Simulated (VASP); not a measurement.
# CdSe (P6_3mc) in VASP: further runs, part 2 of 2

VASP 6.6.1.

### Step 4. Single point, LDA

This run uses another cell than the first one, of 26.26 Å³/atom.

Contents of INCAR:

```
  PREC = Accurate
  ENCUT = 520
  EDIFF = 1E-7
  ISMEAR = 0
  SIGMA = 0.01
  LREAL = F
  LASPH = T
  NELM = 60
  ALGO = Normal
  ISIF = 2
  LWAVE = F
  LCHARG = T
  LELF = T
  LVHAR = T
  NBANDS = 26
```

Contents of KPOINTS:

```
regular mesh
0
Gamma
  6 6 4
```

Contents of POSCAR:

```
CdSe
1.0
    4.2021558723      0.0000000000      0.0000000000
   -2.1010779362      3.6391737361      0.0000000000
    0.0000000000      0.0000000000      6.8681958844
Cd Se
2 2
Direct
    0.3333333333      0.6666666667      0.0049129874
    0.6666666667      0.3333333333      0.5049129874
    0.3333333333      0.6666666667      0.3800870126
    0.6666666667      0.3333333333      0.8800870126
```

Potentials or basis: VASP PAW LDA potentials, release 64 (Cd, Se).

Run with:

```console
cat potpaw_LDA.64/Cd/POTCAR potpaw_LDA.64/Se/POTCAR > POTCAR
mpirun -np 1 vasp_std > vasp.out
```

OUTCAR:

```text
PREC = Accurate
   ENCUT = 520
   EDIFF = 1E-7
   ISMEAR = 0
   LREAL = F
   LASPH = T
   NELM = 60
   ISIF = 2

 ion  position               nearest neighbor table
   1  0.333  0.667  0.005-   4 2.57   4 2.57   4 2.57   3 2.58
   2  0.667  0.333  0.505-   3 2.57   3 2.57   3 2.57   4 2.58
   3  0.333  0.667  0.380-   2 2.57   2 2.57   2 2.57   1 2.58
   4  0.667  0.333  0.880-   1 2.57   1 2.57   1 2.57   2 2.58

  LATTYP: Found a hexagonal cell.
 ALAT       =     4.2021558723
[... 802 lines left out ...]

  FORCE on cell =-STRESS in cart. coord.  units (eV):
  Direction    XX          YY          ZZ          XY          YZ          ZX
  --------------------------------------------------------------------------------------
  -------------------------------------------------------------------------------------
  Total        1.6825381      1.6825381      1.6852468     -0.0000000     -0.0000000      0.0000000
  in kB       25.6659809     25.6659809     25.7073007     -0.0000000     -0.0000000      0.0000000
  external PRESSURE =      25.6797542 kB  Pullay stress =       0.0000000 kB

 VOLUME and BASIS-vectors are now :
 -----------------------------------------------------------------------------
  energy-cutoff  :      520.00
  volume of cell :      105.03
      direct lattice vectors                 reciprocal lattice vectors
     4.202155872  0.000000000  0.000000000     0.237973086  0.137393825  0.000000000
    -2.101077936  3.639173736  0.000000000     0.000000000  0.274787650  0.000000000
     0.000000000  0.000000000  6.868195884     0.000000000  0.000000000  0.145598643

 POSITION                                       TOTAL-FORCE (eV/Angst)
 -----------------------------------------------------------------------------------
     -0.00000      2.42612      0.03374         0.000000      0.000000      0.002349
      2.10108      1.21306      3.46784        -0.000000      0.000000      0.002349
     -0.00000      2.42612      2.61051         0.000000      0.000000     -0.002349
      2.10108      1.21306      6.04461        -0.000000      0.000000     -0.002349
 -----------------------------------------------------------------------------------
    total drift:                               -0.000000      0.000000     -0.001276

  FREE ENERGIE OF THE ION-ELECTRON SYSTEM (eV)
  ---------------------------------------------------
  free  energy   TOTEN  =       -13.4804822635 eV

  energy  without entropy=      -13.4804822635  energy(sigma->0) =      -13.48048226
```

OSZICAR:

```text
N       E                     dE             d eps       ncg     rms          rms(c)
DAV:   1     0.246133688342E+03    0.24613E+03   -0.17272E+04  1092   0.126E+03
DAV:   2    -0.113147863465E+01   -0.24727E+03   -0.23870E+03  1166   0.316E+02
DAV:   3    -0.141175680561E+02   -0.12986E+02   -0.12908E+02  1320   0.736E+01
DAV:   4    -0.142262812059E+02   -0.10871E+00   -0.10861E+00  1202   0.621E+00
DAV:   5    -0.142269278413E+02   -0.64664E-03   -0.64661E-03  1266   0.462E-01    0.103E+01
DAV:   6    -0.135371847505E+02    0.68974E+00   -0.11800E+00  1432   0.118E+01    0.779E+00
DAV:   7    -0.134904434700E+02    0.46741E-01   -0.52255E-01  1164   0.389E+00    0.243E+00
DAV:   8    -0.134811279173E+02    0.93156E-02   -0.72263E-02  1134   0.276E+00    0.405E-01
DAV:   9    -0.134805616559E+02    0.56626E-03   -0.83199E-03  1190   0.106E+00    0.120E-01
DAV:  10    -0.134804724078E+02    0.89248E-04   -0.61778E-04  1198   0.294E-01    0.483E-02
DAV:  11    -0.134804826651E+02   -0.10257E-04   -0.65150E-05  1134   0.541E-02    0.135E-02
DAV:  12    -0.134804825665E+02    0.98662E-07   -0.10946E-05  1264   0.373E-02    0.942E-03
DAV:  13    -0.134804822553E+02    0.31115E-06   -0.25654E-06  1174   0.198E-02    0.103E-03
DAV:  14    -0.134804822635E+02   -0.82132E-08   -0.12849E-07   818   0.231E-03
   1 F= -.13480482E+02 E0= -.13480482E+02  d E =-.405199E-57
```

stdout:

```text
POSCAR found type information on POSCAR CdSe
 POSCAR found :  2 types and       4 ions
 scaLAPACK will be used
 LDA part: xc-table for (Slater(with rela. corr.)+CA(PZ))
 , standard interpolation
 POSCAR, INCAR and KPOINTS ok, starting setup
 FFT: planning ... GRIDC
 FFT: planning ... GRID_SOFT
 FFT: planning ... GRID
 WAVECAR not read
 entering main loop
```

Run time: 64 s. Hardware: 1 thread of Intel Xeon 8259CL, shared host; peak memory 0.21 GiB.

What came out:

```
Free energy            : -13.4805 eV
Pressure               : 2.6 GPa
Band gap on the k mesh : 0.56 eV
```

Forces on the atoms (eV/Å):
```
Cd   0.000  0.000  0.002
Cd   0.000  0.000  0.002
Se   0.000  0.000 -0.002
Se   0.000  0.000 -0.002
```

Caveat: semilocal functionals underestimate gaps, and a narrow one can read as zero.

### Step 5. Single point, LDA

This run uses another cell than the first one, of 26.26 Å³/atom.

Contents of INCAR:

```
SYSTEM = CdSe
PREC = Accurate
ENCUT = 520
EDIFF = 1E-6
ISMEAR = 0
SIGMA = 0.01
LREAL = .False.
LASPH = .True.
NELM = 60
ALGO = Normal
ISIF = 2
LWAVE = .False.
LCHARG = .False.
NBANDS = 26
```

Contents of KPOINTS:

```
regular mesh
0
Gamma
  6 6 4
  0 0 0
```

POSCAR is that of step 4.

Run with:

```console
cat potpaw_LDA.64/Cd/POTCAR potpaw_LDA.64/Se/POTCAR > POTCAR
mpirun -np 1 vasp_std > vasp.out
```

Wall time 59 s (1 thread of Intel Xeon 8259CL, shared host); peak memory 0.21 GiB.

The run converged. Its results:

```
Free energy            : -13.4805 eV
Pressure               : 2.6 GPa
Band gap on the k mesh : 0.56 eV
```

Forces on the atoms (eV/Å):
```
Cd   0.000  0.000  0.002
Cd   0.000  0.000  0.002
Se   0.000  0.000 -0.002
Se   0.000  0.000 -0.002
```

Levels at points of the mesh, in eV from the valence-band top:
| k point | band 16 | band 17 | band 18 | band 19 | band 20 | band 21 |
| --- | --- | --- | --- | --- | --- | --- |
| (0.00, 0.00, 0.00) | -0.07 | 0.00 | 0.00 | 0.56 | 2.08 | 5.71 |
| (0.50, 0.00, 0.00) | -2.14 | -1.58 | -0.88 | 3.13 | 3.17 | 4.56 |
| (0.00, 0.00, 0.50) | -0.46 | -0.46 | -0.46 | 2.30 | 2.30 | 5.78 |
| (0.50, 0.00, 0.50) | -1.58 | -1.56 | -1.56 | 2.75 | 2.75 | 4.71 |

Caveat: semilocal functionals underestimate gaps, and a narrow one can read as zero.
